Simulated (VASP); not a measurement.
# Ag (Fm-3m) in VASP: single point with PBE

Aim: the single point of Ag with PBE.

Everything below comes from runs of VASP 6.6.1. Logs are shortened: lines on timing, memory, paths and dates and some standing lists are left out, and cuts for length are marked.

**1. The cell of the first run**

It takes space group Fm-3m (No. 225, cubic). The conventional cell has a = 4.148 Å, b = 4.148 Å, c = 4.148 Å, α = 90.00°, β = 90.00°, γ = 90.00°. Ag (site symmetry m-3m) has 12 Ag at 2.93 Å within 3.9 Å.

**2. Single point, PBE**

Contents of INCAR:

```
SYSTEM = Ag
PREC = Accurate
ENCUT = 500
EDIFF = 1E-6
ISMEAR = -1
SIGMA = 0.1
LREAL = .FALSE.
LASPH = .TRUE.
NELM = 120
ALGO = Normal
ISIF = 2
LWAVE = .FALSE.
LCHARG = .FALSE.
GGA = PE
NBANDS = 12
GGA_COMPAT = .FALSE.
```

Contents of KPOINTS:

```
regular mesh
0
G
  4 4 4
  0 0 0
```

Contents of POSCAR:

```
Ag
1.0
   -2.0738757445      0.0000000000      2.0738757445
    0.0000000000      2.0738757445      2.0738757445
   -2.0738757445      2.0738757445      0.0000000000
Ag
1
Direct
    0.0000000000      0.0000000000      0.0000000000
```

Potentials or basis: VASP PAW PBE potentials, release 64 (Ag).

Run with:

```console
$ cat potpaw_PBE.64/Ag/POTCAR > POTCAR
$ mpirun -np 1 vasp_std > vasp.out
```

OUTCAR:

```text
SYSTEM = Ag
   PREC = Accurate
   ENCUT = 500
   EDIFF = 1E-6
   ISMEAR = -1
   LREAL = .FALSE.
   LASPH = .TRUE.
   NELM = 120
   ISIF = 2
   GGA = PE

 ion  position               nearest neighbor table
   1  0.000  0.000  0.000-

  LATTYP: Found a face centered cubic cell.
 ALAT       =     4.1477514890

  Lattice vectors:

 A1 = (  -2.0738757445,   0.0000000000,   2.0738757445)
 A2 = (   0.0000000000,   2.0738757445,   2.0738757445)
 A3 = (  -2.0738757445,   2.0738757445,   0.0000000000)

Analysis of symmetry for initial positions (statically):
=====================================================================
 Subroutine PRICEL returns:
 Original cell was already a primitive cell.

 Routine SETGRP: Setting up the symmetry group for a
 face centered cubic supercell.

 Subroutine GETGRP returns: Found 48 space group operations
 (whereof 48 operations were pure point group operations)
 out of a pool of 48 trial point group operations.

The static configuration has the point symmetry O_h .

Analysis of symmetry for dynamics (positions and initial velocities):
=====================================================================
 Subroutine PRICEL returns:
 Original cell was already a primitive cell.

 Routine SETGRP: Setting up the symmetry group for a
 face centered cubic supercell.

 Subroutine GETGRP returns: Found 48 space group operations
 (whereof 48 operations were pure point group operations)
 out of a pool of 48 trial point group operations.

The dynamic configuration has the point symmetry O_h .

 Subroutine INISYM returns: Found 48 space group operations
 (whereof 48 operations are pure point group operations),
 and found     1 'primitive' translations

----------------------------------------------------------------------------------------

                                     Primitive cell

  volume of cell :      17.8393

  direct lattice vectors                    reciprocal lattice vectors
    -2.073875745  0.000000000  2.073875745    -0.241094483 -0.241094483  0.241094483
     0.000000000  2.073875745  2.073875745     0.241094483  0.241094483  0.241094483
    -2.073875745  2.073875745  0.000000000    -0.241094483  0.241094483 -0.241094483

  length of vectors
     2.932903205  2.932903205  2.932903205     0.417587894  0.417587894  0.417587894

  position of ions in fractional coordinates (direct lattice)
     0.000000000  0.000000000  0.000000000

  ion indices of the primitive-cell ions
   primitive index   ion index
                 1           1

----------------------------------------------------------------------------------------

 KPOINTS: regular mesh

Automatic generation of k-mesh.
 Grid dimensions read from file:
 generate k-points for:    4    4    4

 Generating k-lattice:

  Cartesian coordinates                     Fractional coordinates (reciprocal lattice)
    -0.060273621 -0.060273621  0.060273621     0.250000000  0.000000000  0.000000000
     0.060273621  0.060273621  0.060273621     0.000000000  0.250000000  0.000000000
    -0.060273621  0.060273621 -0.060273621     0.000000000  0.000000000  0.250000000

  Length of vectors
     0.104396973  0.104396973  0.104396973

  Shift w.r.t. Gamma in fractional coordinates (k-lattice)
     0.000000000  0.000000000  0.000000000

 Subroutine IBZKPT returns following result:
 ===========================================

 Found      8 irreducible k-points:

 Following reciprocal coordinates:
            Coordinates               Weight
  0.000000  0.000000  0.000000      1.000000
  0.250000  0.000000  0.000000      8.000000
  0.500000  0.000000  0.000000      4.000000
  0.250000  0.250000  0.000000      6.000000
  0.500000  0.250000  0.000000     24.000000
 -0.250000  0.250000  0.000000     12.000000
  0.500000  0.500000  0.000000      3.000000
 -0.250000  0.500000  0.250000      6.000000
   k-points           NKPTS =      8   k-points in BZ     NKDIM =      8   number of bands    NBANDS=     12
   number of dos      NEDOS =    301   number of ions     NIONS =      1
   total plane-waves  NPLWV =  13824
   dimension x,y,z NGX =    24 NGY =   24 NGZ =   24
   dimension x,y,z NGXF=    48 NGYF=   48 NGZF=   48
   ions per type =               1
   NGX,Y,Z   is equivalent  to a cutoff of  13.60, 13.60, 13.60 a.u.
   NGXF,Y,Z  is equivalent  to a cutoff of  27.21, 27.21, 27.21 a.u.
 SYSTEM =  Ag
   PREC   = accura    normal or accurate (medium, high low for compatibility)
   ISTART =      0    job   : 0-new  1-cont  2-samecut
   ICHARG =      2    charge: 1-file 2-atom 10-const
   ISPIN  =      1    spin polarized calculation?
   LNONCOLLINEAR =      F non collinear calculations
   LSORBIT =      F    spin-orbit coupling
   LASPH  =      T    aspherical Exc in radial PAW
   ENCUT  =  500.0 eV  36.75 Ry    6.06 a.u.   5.35  5.35  5.35*2*pi/ulx,y,z
   NELM   =    120;   NELMIN=  2; NELMDL= -5     # of ELM steps
   EDIFF  = 0.1E-05   stopping-criterion for ELM
   LREAL  =      F    real-space projection
   EDIFFG = 0.1E-04   stopping-criterion for IOM
   NSW    =      0    number of steps for IOM
   IBRION =     -1    ionic relax: 0-MD 1-quasi-New 2-CG
   NFREE  =      0    steps in history (QN), initial steepest desc. (CG)
   ISIF   =      2    stress and relaxation
   ISYM   =      2    0-nonsym 1-usesym 2-fastsym
   POTIM  = 0.5000    time-step for ionic-motion
   TEBEG  =    0.0;   TEEND  =   0.0 temperature during run
   PSTRESS=    0.0 pullay stress
   NELECT =      11.0000    total number of electrons
   NUPDOWN=      -1.0000    fix difference up-down
   EMIN   =  10.00;   EMAX   =-10.00  energy-range for DOS
   EFERMI =   0.00;   METHOD = LEGACY
   ISMEAR =    -1;   SIGMA  =   0.10  broadening in eV -4-tet -1-fermi 0-gaus
   EFERMI_NEDOS =   21; number of points for ismear=-14 and -15
   IALGO  =     38    algorithm
   IMIX   =      4    mixing-type and parameters
     AMIX     =   0.40;   BMIX     =  1.00
     AMIX_MAG =   1.60;   BMIX_MAG =  1.00
  volume/ion in A,a.u.               =      17.84       120.39
  Fermi-wavevector in a.u.,A,eV,Ry     =   1.393412  2.633168 26.417045  1.941598
  Thomas-Fermi vector in A             =   2.517061
   LORBIT       =      0    0 simple, 1 ext, 2 COOP (PROOUT), +10 PAW based schemes
   GGA     = PE    functional components
   LHFCALC =     F    Hartree Fock is set to
   AEXX    =    0.0000 exact exchange contribution
   IVDW    =     0    specifies the selected vdW correction
   LEPSILON=     F    determine dielectric tensor
   LRPA    =     F    only Hartree local field effects (RPA)
 non-spin polarized calculation
  energy-cutoff  :      500.00
  volume of cell :       17.84
 maximum number of plane-waves:       465
 NGX is ok and might be reduce to    24
   NGX = 11   NGY = 11   NGZ = 11

 number of electron      11.0000000 magnetization

 Free energy of the ion-electron system (eV)
  ---------------------------------------------------
  ext. energy  EPLUGINS =         0.00000000
  ---------------------------------------------------
  free energy    TOTEN  =        -2.54969739 eV

  energy without entropy =       -2.53668440  energy(sigma->0) =       -2.54319089

 E-fermi :   8.4577     XC(G=0): -11.9484

 val. band max:        7.5365188637   @ k =   0.5000   0.0000   0.0000
 cond. band min:       8.7712572439   @ k =   0.5000   0.2500   0.0000
 fundamental gap:      1.2347383801
 Fermi energy:         8.4577413795

 k-point     1 :       0.0000    0.0000    0.0000
  band No.  band energies     occupation
      1       0.3716      2.00000
      2       3.1483      2.00000
      3       3.1483      2.00000
      4       3.1483      2.00000
      5       4.1033      2.00000
      6       4.1033      2.00000
      7      23.7345      0.00000
      8      27.0446      0.00000
      9      27.0446      0.00000
     10      27.0446      0.00000
     11      31.7368      0.00000
     12      32.6001      0.00000

 k-point     2 :       0.2500    0.0000    0.0000
  band No.  band energies     occupation
      1       1.6937      2.00000
      2       3.3351      2.00000
      3       3.3351      2.00000
      4       3.4119      2.00000
      5       4.2198      2.00000
      6       4.2198      2.00000
      7      18.6117      0.00000
      8      24.2552      0.00000
      9      26.8824      0.00000
     10      26.8824      0.00000
     11      30.2309      0.00000
     12      30.6281      0.00000

 k-point     3 :       0.5000    0.0000    0.0000
  band No.  band energies     occupation
      1       1.6808      2.00000
      2       3.1312      2.00000
      3       3.1312      2.00000
      4       4.8356      2.00000
      5       4.8356      2.00000
      6       7.5365      1.99980
      7      11.1649      0.00000
      8      22.9599      0.00000
      9      25.2179      0.00000
     10      25.2179      0.00000
     11      30.0266      0.00000
     12      30.0266      0.00000

 k-point     4 :       0.2500    0.2500    0.0000
  band No.  band energies     occupation
      1       2.0859      2.00000
      2       2.4189      2.00000
      3       3.9554      2.00000
      4       3.9554      2.00000
      5       4.1278      2.00000
      6       4.4455      2.00000
      7      22.0591      0.00000
      8      22.0591      0.00000
      9      23.0844      0.00000
     10      24.1412      0.00000
     11      25.5280      0.00000
     12      34.5752      0.00000

 k-point     5 :       0.5000    0.2500    0.0000
  band No.  band energies     occupation
      1       2.1187      2.00000
      2       2.6490      2.00000
      3       3.6112      2.00000
      4       3.9236      2.00000
      5       4.8879      2.00000
      6       8.7713      0.08336
      7      13.7081      0.00000
      8      18.6632      0.00000
      9      21.0696      0.00000
     10      24.0554      0.00000
     11      31.4277      0.00000
     12      33.8331      0.00000

 k-point     6 :      -0.2500    0.2500    0.0000
  band No.  band energies     occupation
      1       2.6489      2.00000
      2       2.8524      2.00000
      3       3.2414      2.00000
      4       3.7586      2.00000
      5       4.1132      2.00000
      6       7.2246      1.99999
      7      16.8001      0.00000
      8      16.8499      0.00000
      9      24.6523      0.00000
     10      25.0870      0.00000
     11      30.2403      0.00000
     12      32.7844      0.00000

 k-point     7 :       0.5000    0.5000    0.0000
  band No.  band energies     occupation
      1       1.6476      2.00000
      2       1.7679      2.00000
      3       4.8067      2.00000
      4       5.0258      2.00000
      5       5.0258      2.00000
      6       9.4620      0.00009
      7      14.2030      0.00000
      8      18.2497      0.00000
      9      18.2497      0.00000
     10      24.4604      0.00000
     11      24.4781      0.00000
     12      36.9505      0.00000

 k-point     8 :      -0.2500    0.5000    0.2500
  band No.  band energies     occupation
      1       2.3477      2.00000
      2       2.9074      2.00000
      3       2.9074      2.00000
      4       4.1172      2.00000
      5       5.0268      2.00000
      6      13.5981      0.00000
      7      13.5981      0.00000
      8      14.4913      0.00000
      9      15.7487      0.00000
     10      30.1137      0.00000
     11      30.1137      0.00000
     12      31.5971      0.00000

------------------------ aborting loop because EDIFF is reached ----------------------------------------

  FORCE on cell =-STRESS in cart. coord.  units (eV):
  Direction    XX          YY          ZZ          XY          YZ          ZX
  --------------------------------------------------------------------------------------
  -------------------------------------------------------------------------------------
  Total        0.0718554      0.0718554      0.0718554      0.0000000      0.0000000     -0.0000000
  in kB        6.4534480      6.4534480      6.4534480      0.0000000      0.0000000     -0.0000000
  external PRESSURE =       6.4534480 kB  Pullay stress =       0.0000000 kB

 VOLUME and BASIS-vectors are now :
 -----------------------------------------------------------------------------
  energy-cutoff  :      500.00
  volume of cell :       17.84
      direct lattice vectors                 reciprocal lattice vectors
    -2.073875745  0.000000000  2.073875745    -0.241094483 -0.241094483  0.241094483
     0.000000000  2.073875745  2.073875745     0.241094483  0.241094483  0.241094483
    -2.073875745  2.073875745  0.000000000    -0.241094483  0.241094483 -0.241094483

 POSITION                                       TOTAL-FORCE (eV/Angst)
 -----------------------------------------------------------------------------------
      0.00000      0.00000      0.00000         0.000000     -0.000000     -0.000000
 -----------------------------------------------------------------------------------
    total drift:                               -0.000000     -0.000000      0.000000

  FREE ENERGIE OF THE ION-ELECTRON SYSTEM (eV)
  ---------------------------------------------------
  free  energy   TOTEN  =        -2.5496973878 eV

  energy  without entropy=       -2.5366843961  energy(sigma->0) =       -2.54319089
```

Run time: 3.4 s. Hardware: 1 thread of Intel Xeon 6975P-C, shared host; peak memory 0.13 GiB.

Results:

```
Free energy : -2.5497 eV
Pressure    : 0.6 GPa
```

Levels at points of the mesh, in eV from the Fermi level:
```csv
k point,band 4,band 5,band 6,band 7,band 8,band 9
"(0.00, 0.00, 0.00)",-5.31,-4.35,-4.35,15.28,18.59,18.59
"(0.50, 0.00, 0.00)",-3.62,-3.62,-0.92,2.71,14.50,16.76
"(0.50, 0.50, 0.00)",-3.43,-3.43,1.00,5.75,9.79,9.79
```

Caveat: the k points lie up to 0.66 Å⁻¹ apart.
